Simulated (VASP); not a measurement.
# Sn (Fd-3m) in VASP: relaxation of cell and atoms with r2SCAN

Aim: the relaxation of cell and atoms of Sn with r2SCAN.

Everything below comes from runs of VASP 6.6.1. Logs are shortened: lines on timing, memory, paths and dates and some standing lists are left out, and cuts for length are marked.

**1. The cell of the first run**

It takes space group Fd-3m (No. 227, cubic). Conventional cell: a = 6.467 Å, b = 6.467 Å, c = 6.467 Å, α = 90.00°, β = 90.00°, γ = 90.00°. Sn (site symmetry -43m) has 4 Sn at 2.80 Å within 3.7 Å.

This isn't the form of Sn at room conditions, which is tetragonal (white tin).

**2. Relaxation of cell and atoms, r2SCAN**

Input file POSCAR:

```
Sn
1.0
    0.0000000000      3.2333428000      3.2333428000
    3.2333428000      0.0000000000      3.2333428000
    3.2333428000      3.2333428000      0.0000000000
Sn
2
Direct
    0.0000000000      0.0000000000      0.0000000000
    0.2500000000      0.2500000000      0.2500000000
```

Input file INCAR.step1:

```
SYSTEM = Sn
ALGO = Normal
EDIFF = 1E-4
ENCUT = 600
GGA = PE
ISMEAR = 0
LASPH = .TRUE.
LCHARG = .FALSE.
LREAL = .FALSE.
LWAVE = .TRUE.
NELM = 100
PREC = Accurate
SIGMA = 0.1
```

Input file INCAR.step2:

```
SYSTEM = Sn
ALGO = Normal
EDIFF = 1E-6
EDIFFG = -0.005
ENCUT = 600
IBRION = 2
ISIF = 3
ISMEAR = 0
ISTART = 1
LASPH = .TRUE.
LCHARG = .FALSE.
LMIXTAU = .TRUE.
LREAL = .FALSE.
LWAVE = .FALSE.
METAGGA = R2SCAN
NELM = 100
NSW = 100
PREC = Accurate
SIGMA = 0.1
```

Input file KPOINTS:

```
k-points
0
G
  12 12 12
  0 0 0
```

Potentials or basis: VASP PAW PBE potentials, release 64 (Sn_d).

On the command line:

```sh
$ cat potpaw_PBE.64/Sn_d/POTCAR > POTCAR
$ cp INCAR.step1 INCAR
$ mpirun -np 1 vasp_std > vasp.out
$ cp INCAR.step2 INCAR
$ mpirun -np 1 vasp_std > vasp.out
```

OUTCAR:

```text
SYSTEM = Sn
   EDIFF = 1E-6
   EDIFFG = -0.005
   ENCUT = 600
   IBRION = 2
   ISIF = 3
   ISMEAR = 0
   ISTART = 1
   LASPH = .TRUE.
   LREAL = .FALSE.
   METAGGA = R2SCAN
   NELM = 100
   NSW = 100
   PREC = Accurate

 ion  position               nearest neighbor table
   1  0.000  0.000  0.000-   2 2.80   2 2.80   2 2.80   2 2.80
   2  0.250  0.250  0.250-   1 2.80   1 2.80   1 2.80   1 2.80

  LATTYP: Found a face centered cubic cell.
 ALAT       =     6.4666856000

  Lattice vectors:

 A1 = (   0.0000000000,   3.2333428000,   3.2333428000)
 A2 = (   3.2333428000,   0.0000000000,   3.2333428000)
 A3 = (   3.2333428000,   3.2333428000,   0.0000000000)

Analysis of symmetry for initial positions (statically):
=====================================================================
 Subroutine PRICEL returns:
 Original cell was already a primitive cell.

 Routine SETGRP: Setting up the symmetry group for a
 face centered cubic supercell.

 Subroutine GETGRP returns: Found 48 space group operations
 (whereof 24 operations were pure point group operations)
 out of a pool of 48 trial point group operations.

The static configuration has the point symmetry T_d .
 The point group associated with its full space group is O_h .

Analysis of symmetry for dynamics (positions and initial velocities):
=====================================================================
 Subroutine PRICEL returns:
 Original cell was already a primitive cell.

 Routine SETGRP: Setting up the symmetry group for a
 face centered cubic supercell.

 Subroutine GETGRP returns: Found 48 space group operations
 (whereof 24 operations were pure point group operations)
 out of a pool of 48 trial point group operations.

The dynamic configuration has the point symmetry T_d .
 The point group associated with its full space group is O_h .

 Subroutine INISYM returns: Found 48 space group operations
 (whereof 24 operations are pure point group operations),
 and found     1 'primitive' translations

----------------------------------------------------------------------------------------

                                     Primitive cell

  volume of cell :      67.6060

  direct lattice vectors                    reciprocal lattice vectors
     0.000000000  3.233342800  3.233342800    -0.154638723  0.154638723  0.154638723
     3.233342800  0.000000000  3.233342800     0.154638723 -0.154638723  0.154638723
     3.233342800  3.233342800  0.000000000     0.154638723  0.154638723 -0.154638723

  length of vectors
     4.572637240  4.572637240  4.572637240     0.267842124  0.267842124  0.267842124

  position of ions in fractional coordinates (direct lattice)
     0.000000000  0.000000000  0.000000000
     0.250000000  0.250000000  0.250000000

  ion indices of the primitive-cell ions
   primitive index   ion index
                 1           1
                 2           2

----------------------------------------------------------------------------------------

 KPOINTS: k-points

Automatic generation of k-mesh.
 Grid dimensions read from file:
 generate k-points for:   12   12   12

 Generating k-lattice:

  Cartesian coordinates                     Fractional coordinates (reciprocal lattice)
    -0.012886560  0.012886560  0.012886560     0.083333333  0.000000000  0.000000000
     0.012886560 -0.012886560  0.012886560     0.000000000  0.083333333  0.000000000
     0.012886560  0.012886560 -0.012886560     0.000000000  0.000000000  0.083333333

  Length of vectors
     0.022320177  0.022320177  0.022320177

  Shift w.r.t. Gamma in fractional coordinates (k-lattice)
     0.000000000  0.000000000  0.000000000

 Subroutine IBZKPT returns following result:
 ===========================================

 Found     72 irreducible k-points:

 Following reciprocal coordinates:
            Coordinates               Weight
  0.000000  0.000000  0.000000      1.000000
  0.083333  0.000000  0.000000      8.000000
  0.166667  0.000000  0.000000      8.000000
  0.250000  0.000000  0.000000      8.000000
  0.333333  0.000000  0.000000      8.000000
  0.416667  0.000000  0.000000      8.000000
[... 16 lines left out ...]
  0.500000  0.166667  0.000000     24.000000
 -0.416667  0.166667  0.000000     24.000000
 [... further k-points ...]
   k-points           NKPTS =     72   k-points in BZ     NKDIM =     72   number of bands    NBANDS=     18
   number of dos      NEDOS =    301   number of ions     NIONS =      2
   total plane-waves  NPLWV =  64000
   dimension x,y,z NGX =    40 NGY =   40 NGZ =   40
   dimension x,y,z NGXF=    80 NGYF=   80 NGZF=   80
   ions per type =               2
   NGX,Y,Z   is equivalent  to a cutoff of  14.54, 14.54, 14.54 a.u.
   NGXF,Y,Z  is equivalent  to a cutoff of  29.09, 29.09, 29.09 a.u.
 SYSTEM =  Sn
   PREC   = accura    normal or accurate (medium, high low for compatibility)
   ISTART =      1    job   : 0-new  1-cont  2-samecut
   ICHARG =      0    charge: 1-file 2-atom 10-const
   ISPIN  =      1    spin polarized calculation?
   LNONCOLLINEAR =      F non collinear calculations
   LSORBIT =      F    spin-orbit coupling
   LASPH  =      T    aspherical Exc in radial PAW
   ENCUT  =  600.0 eV  44.10 Ry    6.64 a.u.   9.13  9.13  9.13*2*pi/ulx,y,z
   NELM   =    100;   NELMIN=  2; NELMDL=  0     # of ELM steps
   EDIFF  = 0.1E-05   stopping-criterion for ELM
   LREAL  =      F    real-space projection
   EDIFFG = -.5E-02   stopping-criterion for IOM
   NSW    =    100    number of steps for IOM
   IBRION =      2    ionic relax: 0-MD 1-quasi-New 2-CG
   NFREE  =      1    steps in history (QN), initial steepest desc. (CG)
   ISIF   =      3    stress and relaxation
   ISYM   =      2    0-nonsym 1-usesym 2-fastsym
   POTIM  = 0.5000    time-step for ionic-motion
   TEBEG  =    0.0;   TEEND  =   0.0 temperature during run
   PSTRESS=    0.0 pullay stress
   NELECT =      28.0000    total number of electrons
   NUPDOWN=      -1.0000    fix difference up-down
   EMIN   =  10.00;   EMAX   =-10.00  energy-range for DOS
   EFERMI =   0.00;   METHOD = LEGACY
   ISMEAR =     0;   SIGMA  =   0.10  broadening in eV -4-tet -1-fermi 0-gaus
   EFERMI_NEDOS =   21; number of points for ismear=-14 and -15
   IALGO  =     38    algorithm
   IMIX   =      4    mixing-type and parameters
     AMIX     =   0.40;   BMIX     =  1.00
     AMIX_MAG =   1.60;   BMIX_MAG =  1.00
  volume/ion in A,a.u.               =      33.80       228.11
  Fermi-wavevector in a.u.,A,eV,Ry     =   1.220298  2.306028 20.260793  1.489126
  Thomas-Fermi vector in A             =   2.355520
   LORBIT       =      0    0 simple, 1 ext, 2 COOP (PROOUT), +10 PAW based schemes
   METAGGA = R2SCAN    functional components
   LHFCALC =     F    Hartree Fock is set to
   AEXX    =    0.0000 exact exchange contribution
   IVDW    =     0    specifies the selected vdW correction
   LEPSILON=     F    determine dielectric tensor
   LRPA    =     F    only Hartree local field effects (RPA)
 conjugate gradient relaxation of ions
 non-spin polarized calculation
 Gauss-broadening in eV      SIGMA  =   0.10
  energy-cutoff  :      600.00
  volume of cell :       67.61
 maximum number of plane-waves:      2285
 NGX is ok and might be reduce to    40
   NGX = 19   NGY = 19   NGZ = 19

--------------------------------------- Ionic step        1  -------------------------------------------

 number of electron      28.0000005 magnetization

 Free energy of the ion-electron system (eV)
  ---------------------------------------------------
  ext. energy  EPLUGINS =         0.00000000
  ---------------------------------------------------
  free energy    TOTEN  =       -49.47602848 eV

  energy without entropy =      -49.47587144  energy(sigma->0) =      -49.47594996

------------------------ aborting loop because EDIFF is reached ----------------------------------------

  FORCE on cell =-STRESS in cart. coord.  units (eV):
  Direction    XX          YY          ZZ          XY          YZ          ZX
  --------------------------------------------------------------------------------------
  -------------------------------------------------------------------------------------
  Total        0.9388079      0.9388079      0.9388079      0.0000000      0.0000000      0.0000000
  in kB       22.2485690     22.2485690     22.2485690      0.0000000      0.0000000      0.0000000
  external PRESSURE =      22.2485690 kB  Pullay stress =       0.0000000 kB

 VOLUME and BASIS-vectors are now :
 -----------------------------------------------------------------------------
  energy-cutoff  :      600.00
  volume of cell :       67.61
      direct lattice vectors                 reciprocal lattice vectors
     0.000000000  3.233342800  3.233342800    -0.154638723  0.154638723  0.154638723
     3.233342800  0.000000000  3.233342800     0.154638723 -0.154638723  0.154638723
     3.233342800  3.233342800  0.000000000     0.154638723  0.154638723 -0.154638723

 POSITION                                       TOTAL-FORCE (eV/Angst)
 -----------------------------------------------------------------------------------
      0.00000      0.00000      0.00000         0.000000     -0.000000     -0.000000
      1.61667      1.61667      1.61667        -0.000000      0.000000      0.000000
 -----------------------------------------------------------------------------------
    total drift:                               -0.000000     -0.000000      0.000000

  FREE ENERGIE OF THE ION-ELECTRON SYSTEM (eV)
  ---------------------------------------------------
  free  energy   TOTEN  =       -49.4760284814 eV

  energy  without entropy=      -49.4758714408  energy(sigma->0) =      -49.47594996

--------------------------------------- Ionic step        2  -------------------------------------------

 number of electron      27.9999996 magnetization

 E-fermi :   4.9740     XC(G=0):  -9.3268

 val. band max:        4.8609685307   @ k =   0.0833   0.0000   0.0000
 cond. band min:       4.9965168643   @ k =   0.0000   0.0000   0.0000
 fundamental gap:      0.1355483336
 Fermi energy:         4.9739689524

 k-point     1 :       0.0000    0.0000    0.0000
  band No.  band energies     occupation
      1     -17.3071      2.00000
      2     -17.3071      2.00000
      3     -17.3071      2.00000
      4     -17.2481      2.00000
      5     -17.2481      2.00000
      6     -16.9694      2.00000
[... 10 lines left out ...]
     17       7.2075      0.00000
     18       7.2075      0.00000
[... 505 lines left out ...]
 POSITION                                       TOTAL-FORCE (eV/Angst)
 -----------------------------------------------------------------------------------
      3.30656      6.61313      3.30656        -0.000000     -0.000000      0.000000
      1.65328      1.65328      1.65328         0.000000      0.000000     -0.000000
 -----------------------------------------------------------------------------------
    total drift:                               -0.000000     -0.000000      0.000000

  FREE ENERGIE OF THE ION-ELECTRON SYSTEM (eV)
  ---------------------------------------------------
  free  energy   TOTEN  =       -49.4926216970 eV

  energy  without entropy=      -49.4920482304  energy(sigma->0) =      -49.49233496

--------------------------------------- Ionic step        3  -------------------------------------------

 number of electron      27.9999999 magnetization

 Free energy of the ion-electron system (eV)
  ---------------------------------------------------
  ext. energy  EPLUGINS =         0.00000000
  ---------------------------------------------------
  free energy    TOTEN  =       -49.49693820 eV

  energy without entropy =      -49.49654520  energy(sigma->0) =      -49.49674170

 E-fermi :   5.2117     XC(G=0):  -9.4273

 val. band max:        5.0756201635   @ k =   0.0833   0.0000   0.0000
 cond. band min:       5.2161103426   @ k =   0.0000   0.0000   0.0000
 fundamental gap:      0.1404901791
 Fermi energy:         5.2117021348

 k-point     1 :       0.0000    0.0000    0.0000
  band No.  band energies     occupation
      1     -17.1252      2.00000
      2     -17.1252      2.00000
      3     -17.1252      2.00000
      4     -17.0634      2.00000
      5     -17.0634      2.00000
      6     -16.7681      2.00000
[... 10 lines left out ...]
     17       7.4299      0.00000
     18       7.4299      0.00000
[... 505 lines left out ...]
 POSITION                                       TOTAL-FORCE (eV/Angst)
 -----------------------------------------------------------------------------------
      0.00000      0.00000      0.00000        -0.000000     -0.000000      0.000000
      1.64144      1.64144      1.64144         0.000000      0.000000     -0.000000
 -----------------------------------------------------------------------------------
    total drift:                               -0.000000     -0.000000      0.000000

  FREE ENERGIE OF THE ION-ELECTRON SYSTEM (eV)
  ---------------------------------------------------
  free  energy   TOTEN  =       -49.4969381995 eV

  energy  without entropy=      -49.4965452025  energy(sigma->0) =      -49.49674170

 reached required accuracy - stopping structural energy minimisation
```

It took 12 min on 1 thread of AMD EPYC 9R45 (Zen 5), shared host; peak memory 0.29 GiB.

What came out:

```yaml
Free_energy: -49.4969 eV
Relaxed_volume: 35.38 Å³/atom
Relaxed_cell: a = 4.643 Å, b = 4.643 Å, c = 4.643 Å, α = 60.00°, β = 60.00°, γ = 60.00°
Space_group_after_relaxing_to_0.1_Å: Fd-3m (No. 227)
Energy_gained_by_relaxing: 10.5 meV/atom
Ionic_steps: 3
Pressure_after_relaxing: 0.0 GPa
Band_gap_on_the_k_mesh: zero (filled and empty bands touch)
```

Step by step:
| step | energy change (eV) | largest force (eV/Å) | pressure (GPa) | volume (Å³) |
| --- | --- | --- | --- | --- |
| 1 | 0.0000 | 0.0000 | 2.22 | 67.61 |
| 2 | -0.0166 | 0.0000 | -0.87 | 72.30 |
| 3 | -0.0209 | 0.0000 | 0.00 | 70.76 |

Final structure:
```yaml
crystal:
  lattice:
    - [0.00000, 3.28289, 3.28289]
    - [3.28289, 0.00000, 3.28289]
    - [3.28289, 3.28289, 0.00000]
  atoms:
    - { symbol: Sn, position: [0.00000, 0.00000, 0.00000] }
    - { symbol: Sn, position: [0.25000, 0.25000, 0.25000] }
```

Caveat: the PAW data sets were made with another functional, which shifts forces and pressure a little; spin-orbit coupling is left out, which moves the levels of the heavy elements.

The gap in the log of VASP goes by the Fermi energy; the results here count the filled bands.